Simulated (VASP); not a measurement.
Set up this calculation in VASP 6.6.1, as the native input.

- Task: single point
- Functional: PBE
- Potentials or basis: VASP PAW PBE potentials, release 64 (Fe)
- Cutoff: 600 eV
- k mesh: 13 × 13 × 13
- Occupations: fermi-dirac, width 0.05 eV
- Spin: collinear spin, ferromagnetic start
- Starting moments: [2.6] μB
- Fixed moment: 2.6 μB
- Dipole correction: no
- Further INCAR settings: ALGO = Normal; EDIFF = 1e-06; NBANDS = 14

The structure of Fe lies in POSCAR:

```
Fe
1.0
   -1.4475000000      1.4475000000      1.4475000000
    1.4475000000     -1.4475000000      1.4475000000
    1.4475000000      1.4475000000     -1.4475000000
Fe
1
Direct
    0.0000000000      0.0000000000      0.0000000000
```

The input as run:

INCAR

```
  ALGO = Normal
  EDIFF = 1E-6
  ENCUT = 600
  GGA = PE
  GGA_COMPAT = False
  ISIF = 2
  ISMEAR = -1
  ISPIN = 2
  LASPH = True
  LCHARG = False
  LMAXMIX = 4
  LORBIT = 11
  LREAL = False
  LWAVE = False
  MAGMOM = 2.6
  NBANDS = 14
  NELM = 200
  NUPDOWN = 2.6
  PREC = Accurate
  SIGMA = 0.05
```

KPOINTS

```
k-points
0
Gamma
  13 13 13
```

Potentials or basis: VASP PAW PBE potentials, release 64 (Fe).

The run is started by

```bash
$ cat potpaw_PBE.64/Fe/POTCAR > POTCAR
$ mpirun -np 1 vasp_std > vasp.out
```

It gave:

```json
{
  "Pressure": "-3.9 GPa",
  "Net moment": "2.60 μB per cell",
  "Site moments": "Fe +2.60 μB",
  "Valence electrons inside the program's atomic spheres": "Fe 7.14"
}
```

Caveat: the total moment is fixed, so each spin has its own Fermi level.

Run time: 54 s on 1 thread of Intel Xeon 8259CL (shared host), peak memory 0.15 GiB.
